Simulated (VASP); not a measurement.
# CsCl (Pm-3m) in VASP: settings compared, part 2 of 2

VASP 6.6.1.

**5. Single point, PBE-based screened hybrid with 100 % exact exchange**

File POSCAR:

```
CsCl
1.0
    4.1406758997      0.0000000000      0.0000000000
    0.0000000000      4.1406758997      0.0000000000
    0.0000000000      0.0000000000      4.1406758997
Cs Cl
1 1
Direct
    0.0000000000      0.0000000000      0.0000000000
    0.5000000000      0.5000000000      0.5000000000
```

File INCAR.step1:

```
  PREC = Accurate
  ENCUT = 400
  EDIFF = 1E-5
  ISMEAR = 0
  SIGMA = 0.01
  LREAL = False
  LASPH = True
  NELM = 120
  ALGO = Normal
  ISIF = 2
  LWAVE = True
  LCHARG = False
  NBANDS = 15
  GGA = PE
  GGA_COMPAT = False
```

File INCAR.step2:

```
  PREC = Accurate
  ENCUT = 400
  EDIFF = 1E-6
  ISMEAR = 0
  SIGMA = 0.01
  LREAL = False
  LASPH = True
  NELM = 120
  ALGO = Normal
  ISIF = 2
  LWAVE = False
  LCHARG = False
  GGA = PE
  LHFCALC = True
  AEXX = 1.0
  HFSCREEN = 0.2078
  PRECFOCK = Normal
  NBANDS = 15
  ISTART = 1
  ALDAC = 1.0
  AGGAC = 1.0
  GGA_COMPAT = False
```

File KPOINTS:

```
Automatic mesh
0
Gamma
  4 4 4
```

Potentials or basis: VASP PAW PBE potentials, release 64 (Cs_sv, Cl).

Started as:

```sh
$ cat potpaw_PBE.64/Cs_sv/POTCAR potpaw_PBE.64/Cl/POTCAR > POTCAR
$ cp INCAR.step1 INCAR
$ mpirun -np 1 vasp_std > vasp.out
$ cp INCAR.step2 INCAR
$ mpirun -np 1 vasp_std > vasp.out
```

OUTCAR:

```text
PREC = Accurate
   ENCUT = 400
   EDIFF = 1E-6
   ISMEAR = 0
   LREAL = False
   LASPH = True
   NELM = 120
   ISIF = 2
   GGA = PE
   LHFCALC = True
   AEXX = 1.0
   HFSCREEN = 0.2078
   PRECFOCK = Normal
   ISTART = 1

 ion  position               nearest neighbor table
   1  0.000  0.000  0.000-
   2  0.500  0.500  0.500-

  LATTYP: Found a simple cubic cell.
 ALAT       =     4.1406758997

  Lattice vectors:

 A1 = (   4.1406758997,   0.0000000000,   0.0000000000)
 A2 = (   0.0000000000,   4.1406758997,   0.0000000000)
 A3 = (   0.0000000000,   0.0000000000,   4.1406758997)

Analysis of symmetry for initial positions (statically):
=====================================================================
 Subroutine PRICEL returns:
 Original cell was already a primitive cell.

 Routine SETGRP: Setting up the symmetry group for a
 simple cubic supercell.

 Subroutine GETGRP returns: Found 48 space group operations
 (whereof 48 operations were pure point group operations)
 out of a pool of 48 trial point group operations.
[... 166 lines left out ...]
      1     -28.5183      2.00000
      2     -21.0580      2.00000
      3     -10.8574      2.00000
      4     -10.8574      2.00000
      5     -10.8574      2.00000
      6      -4.3541      2.00000
      7      -4.3541      2.00000
      8      -4.3541      2.00000
      9       6.2790      0.00000
     10       6.2999      0.00000
     11       6.2999      0.00000
     12      11.9864      0.00000
     13      11.9864      0.00000
     14      11.9864      0.00000
[... 149 lines left out ...]
      2     -20.8525      2.00000
      3     -11.4272      2.00000
      4     -11.4272      2.00000
      5     -11.4272      2.00000
      6      -5.6166      2.00000
      7      -5.6166      2.00000
      8      -5.6166      2.00000
      9      10.0569      0.00000
     10      10.0569      0.00000
     11      10.0569      0.00000
     12      11.8789      0.00000
     13      11.8789      0.00000
     14      11.8789      0.00000
     15      15.0831      0.00000

------------------------ aborting loop because EDIFF is reached ----------------------------------------

  FORCE on cell =-STRESS in cart. coord.  units (eV):
  Direction    XX          YY          ZZ          XY          YZ          ZX
  --------------------------------------------------------------------------------------
  -------------------------------------------------------------------------------------
  Total       -0.3728846     -0.3728846     -0.3728846     -0.0000000      0.0000000     -0.0000000
  in kB       -8.4153325     -8.4153325     -8.4153325     -0.0000000      0.0000000     -0.0000000
  external PRESSURE =      -8.4153325 kB  Pullay stress =       0.0000000 kB

 VOLUME and BASIS-vectors are now :
 -----------------------------------------------------------------------------
  energy-cutoff  :      400.00
  volume of cell :       70.99
      direct lattice vectors                 reciprocal lattice vectors
     4.140675900  0.000000000  0.000000000     0.241506465  0.000000000  0.000000000
     0.000000000  4.140675900  0.000000000     0.000000000  0.241506465  0.000000000
     0.000000000  0.000000000  4.140675900     0.000000000  0.000000000  0.241506465

 POSITION                                       TOTAL-FORCE (eV/Angst)
 -----------------------------------------------------------------------------------
      0.00000      0.00000      0.00000         0.000000      0.000000      0.000000
      2.07034      2.07034      2.07034         0.000000      0.000000      0.000000
 -----------------------------------------------------------------------------------
    total drift:                                0.000015      0.000015      0.000015

  FREE ENERGIE OF THE ION-ELECTRON SYSTEM (eV)
  ---------------------------------------------------
  free  energy   TOTEN  =       -11.4511577908 eV

  energy  without entropy=      -11.4511577908  energy(sigma->0) =      -11.45115779
```

OSZICAR.step1:

```text
N       E                     dE             d eps       ncg     rms          rms(c)
DAV:   1     0.753263586099E+02    0.75326E+02   -0.58674E+03   300   0.753E+02
DAV:   2    -0.148859951092E+01   -0.76815E+02   -0.71418E+02   414   0.146E+02
DAV:   3    -0.690687305081E+01   -0.54183E+01   -0.53950E+01   398   0.428E+01
DAV:   4    -0.695088649018E+01   -0.44013E-01   -0.44009E-01   356   0.467E+00
DAV:   5    -0.695139121312E+01   -0.50472E-03   -0.50472E-03   426   0.502E-01    0.231E+00
DAV:   6    -0.657616870051E+01    0.37522E+00   -0.42719E-01   370   0.366E+00    0.164E+00
DAV:   7    -0.653100579024E+01    0.45163E-01   -0.14164E-01   377   0.201E+00    0.110E+00
DAV:   8    -0.653185077597E+01   -0.84499E-03   -0.17750E-02   342   0.833E-01    0.214E-01
DAV:   9    -0.653153454710E+01    0.31623E-03   -0.22851E-03   391   0.257E-01    0.103E-01
DAV:  10    -0.653176863682E+01   -0.23409E-03   -0.34109E-04   349   0.128E-01    0.126E-02
DAV:  11    -0.653177634883E+01   -0.77120E-05   -0.16842E-05   339   0.276E-02
   1 F= -.65317763E+01 E0= -.65317763E+01  d E =-.258532E-55
```

It took 5.2 min on 1 thread of Intel Xeon Platinum 8488C (Sapphire Rapids), shared host; peak memory 0.26 GiB.

What came out:

| Property | Result |
| --- | --- |
| Free energy | -11.4512 eV |
| Pressure | -0.8 GPa |
| Band gap on the k mesh | 10.63 eV |

Caveat: the PAW data sets were made with another functional, which shifts forces and pressure a little; spin-orbit coupling is left out, which moves the levels of the heavy elements.

**6. Single point, PBE-based global hybrid with 50 % exact exchange**

POSCAR is that of step 5.

File INCAR.step1:

```
PREC     = Accurate       # precision mode
ENCUT    = 400            # plane-wave cutoff, eV
EDIFF    = 1E-5           # SCF threshold, eV
ISMEAR   = 0              # smearing method
SIGMA    = 0.01           # smearing width, eV
LREAL    = F              # projectors in reciprocal space
LASPH    = T              # aspherical terms in the spheres
NELM     = 120            # most SCF steps
ALGO     = Normal         # electronic algorithm
ISIF     = 2              # what is computed and relaxed
LWAVE    = T              # write WAVECAR
LCHARG   = F              # write CHGCAR
NBANDS   = 15             # bands
GGA      = PE             # functional
GGA_COMPAT= F
```

File INCAR.step2:

```
PREC     = Accurate       # precision mode
ENCUT    = 400            # plane-wave cutoff, eV
EDIFF    = 1E-6           # SCF threshold, eV
ISMEAR   = 0              # smearing method
SIGMA    = 0.01           # smearing width, eV
LREAL    = F              # projectors in reciprocal space
LASPH    = T              # aspherical terms in the spheres
NELM     = 120            # most SCF steps
ALGO     = Normal         # electronic algorithm
ISIF     = 2              # what is computed and relaxed
LWAVE    = F              # write WAVECAR
LCHARG   = F              # write CHGCAR
GGA      = PE             # functional
LHFCALC  = T              # exact exchange
AEXX     = 0.5            # exact-exchange fraction
PRECFOCK = Normal       
NBANDS   = 15             # bands
ISTART   = 1            
GGA_COMPAT= F
```

KPOINTS is that of step 5.

Potentials or basis: VASP PAW PBE potentials, release 64 (Cs_sv, Cl).

Started as:

```sh
$ cat potpaw_PBE.64/Cs_sv/POTCAR potpaw_PBE.64/Cl/POTCAR > POTCAR
$ cp INCAR.step1 INCAR
$ mpirun -np 1 vasp_std > vasp.out
$ cp INCAR.step2 INCAR
$ mpirun -np 1 vasp_std > vasp.out
```

OUTCAR:

```text
PREC = Accurate
   ENCUT = 400
   EDIFF = 1E-6
   ISMEAR = 0
   LREAL = F
   LASPH = T
   NELM = 120
   ISIF = 2
   GGA = PE
   LHFCALC = T
   AEXX = 0.5
   PRECFOCK = Normal
   ISTART = 1

 ion  position               nearest neighbor table
   1  0.000  0.000  0.000-
   2  0.500  0.500  0.500-

  LATTYP: Found a simple cubic cell.
 ALAT       =     4.1406758997

  Lattice vectors:

 A1 = (   4.1406758997,   0.0000000000,   0.0000000000)
 A2 = (   0.0000000000,   4.1406758997,   0.0000000000)
 A3 = (   0.0000000000,   0.0000000000,   4.1406758997)

Analysis of symmetry for initial positions (statically):
=====================================================================
 Subroutine PRICEL returns:
 Original cell was already a primitive cell.

 Routine SETGRP: Setting up the symmetry group for a
 simple cubic supercell.

 Subroutine GETGRP returns: Found 48 space group operations
 (whereof 48 operations were pure point group operations)
 out of a pool of 48 trial point group operations.

The static configuration has the point symmetry O_h .

Analysis of symmetry for dynamics (positions and initial velocities):
=====================================================================
 Subroutine PRICEL returns:
 Original cell was already a primitive cell.

 Routine SETGRP: Setting up the symmetry group for a
 simple cubic supercell.

 Subroutine GETGRP returns: Found 48 space group operations
 (whereof 48 operations were pure point group operations)
 out of a pool of 48 trial point group operations.

The dynamic configuration has the point symmetry O_h .

 Subroutine INISYM returns: Found 48 space group operations
 (whereof 48 operations are pure point group operations),
 and found     1 'primitive' translations

----------------------------------------------------------------------------------------

                                     Primitive cell

  volume of cell :      70.9927
[... 110 lines left out ...]
   IVDW    =     0    specifies the selected vdW correction
   LEPSILON=     F    determine dielectric tensor
   LRPA    =     F    only Hartree local field effects (RPA)
 non-spin polarized calculation
 Gauss-broadening in eV      SIGMA  =   0.01
  energy-cutoff  :      400.00
  volume of cell :       70.99
 maximum number of plane-waves:      1328
 NGX is ok and might be reduce to    28
  NGX = 24; NGY = 24; NGZ = 24

 number of electron      16.0000001 magnetization

 Free energy of the ion-electron system (eV)
  ---------------------------------------------------
  ext. energy  EPLUGINS =         0.00000000
  ---------------------------------------------------
  free energy    TOTEN  =        -9.88802620 eV

  energy without entropy =       -9.88802620  energy(sigma->0) =       -9.88802620

 E-fermi :  -3.0437     XC(G=0):  -4.7515

 val. band max:       -3.1322244669   @ k =   0.0000   0.0000   0.0000
 cond. band min:       6.2139299094   @ k =   0.0000   0.0000   0.0000
 fundamental gap:      9.3461543763
 Fermi energy:        -3.0436618799

 k-point     1 :       0.0000    0.0000    0.0000
  band No.  band energies     occupation
      1     -24.9526      2.00000
      2     -17.6450      2.00000
      3      -9.3761      2.00000
      4      -9.3761      2.00000
      5      -9.3761      2.00000
      6      -3.1322      2.00000
      7      -3.1322      2.00000
      8      -3.1322      2.00000
      9       6.2139      0.00000
     10       6.3785      0.00000
     11       6.3785      0.00000
     12      11.5746      0.00000
     13      11.5746      0.00000
     14      11.5746      0.00000
[... 149 lines left out ...]
      2     -17.4568      2.00000
      3      -9.9368      2.00000
      4      -9.9368      2.00000
      5      -9.9368      2.00000
      6      -4.3438      2.00000
      7      -4.3438      2.00000
      8      -4.3438      2.00000
      9       9.8253      0.00000
     10       9.8253      0.00000
     11       9.8253      0.00000
     12      11.7210      0.00000
     13      11.7210      0.00000
     14      11.7210      0.00000
     15      14.3509      0.00000

------------------------ aborting loop because EDIFF is reached ----------------------------------------

  FORCE on cell =-STRESS in cart. coord.  units (eV):
  Direction    XX          YY          ZZ          XY          YZ          ZX
  --------------------------------------------------------------------------------------
  -------------------------------------------------------------------------------------
  Total       -0.1041197     -0.1041197     -0.1041197     -0.0000000      0.0000000      0.0000000
  in kB       -2.3497941     -2.3497941     -2.3497941     -0.0000000      0.0000000      0.0000000
  external PRESSURE =      -2.3497941 kB  Pullay stress =       0.0000000 kB

 VOLUME and BASIS-vectors are now :
 -----------------------------------------------------------------------------
  energy-cutoff  :      400.00
  volume of cell :       70.99
      direct lattice vectors                 reciprocal lattice vectors
     4.140675900  0.000000000  0.000000000     0.241506465  0.000000000  0.000000000
     0.000000000  4.140675900  0.000000000     0.000000000  0.241506465  0.000000000
     0.000000000  0.000000000  4.140675900     0.000000000  0.000000000  0.241506465

 POSITION                                       TOTAL-FORCE (eV/Angst)
 -----------------------------------------------------------------------------------
      0.00000      0.00000      0.00000         0.000000      0.000000      0.000000
      2.07034      2.07034      2.07034         0.000000      0.000000      0.000000
 -----------------------------------------------------------------------------------
    total drift:                               -0.000000     -0.000000     -0.000000

  FREE ENERGIE OF THE ION-ELECTRON SYSTEM (eV)
  ---------------------------------------------------
  free  energy   TOTEN  =        -9.8880261961 eV

  energy  without entropy=       -9.8880261961  energy(sigma->0) =       -9.88802620
```

Wall time 4.4 min (1 thread of Intel Xeon Platinum 8488C (Sapphire Rapids), shared host); peak memory 0.16 GiB.

What came out:

- Free energy: -9.8880 eV
- Pressure: -0.2 GPa
- Band gap on the k mesh: 9.35 eV

Caveat: the PAW data sets were made with another functional, which shifts forces and pressure a little; spin-orbit coupling is left out, which moves the levels of the heavy elements.

**7. Overview**

```csv
level,k mesh,cutoff (eV),smearing,grid for exact exchange (PRECFOCK),share of exact exchange,screening parameter,gap on the mesh (eV),pressure (GPa)
PBE,"4 × 4 × 4, shifted",500,gaussian 0.01 eV,-,-,-,6.21,0.8
PBE,4 × 4 × 4,500,fermi-dirac 0.2 eV,-,-,-,5.20,0.8
HSE06,4 × 4 × 4,400,gaussian 0.01 eV,Normal,0.25,0.2079 1/Å,6.51,0.4
PBE-based screened hybrid with 100 % exact exchange,4 × 4 × 4,400,gaussian 0.01 eV,Normal,1,0.2078 1/Å,10.63,-0.8
PBE-based global hybrid with 50 % exact exchange,4 × 4 × 4,400,gaussian 0.01 eV,Normal,0.5,-,9.35,-0.2
```

Alike in all rows: task single point; potentials or basis VASP PAW PBE potentials, release 64 (Cs_sv, Cl); no spin polarisation; cell as given.

On the cell as given the gap runs from 5.20 eV (PBE) to 10.63 eV (PBE-based screened hybrid with 100 % exact exchange). The pressure there spans -0.8 GPa (PBE-based screened hybrid with 100 % exact exchange) to 0.8 GPa (PBE); a positive pressure means that this level wants a larger cell, a negative one a smaller.

Caveats: spin-orbit coupling is left out, which moves the levels of the heavy elements; the PAW data sets were made with another functional, which shifts forces and pressure a little (at least some runs); a shifted mesh leaves out Γ, where band edges can lie (at least some runs).

Total energies depend on the potentials used, so only differences within one code and one set of settings carry meaning.
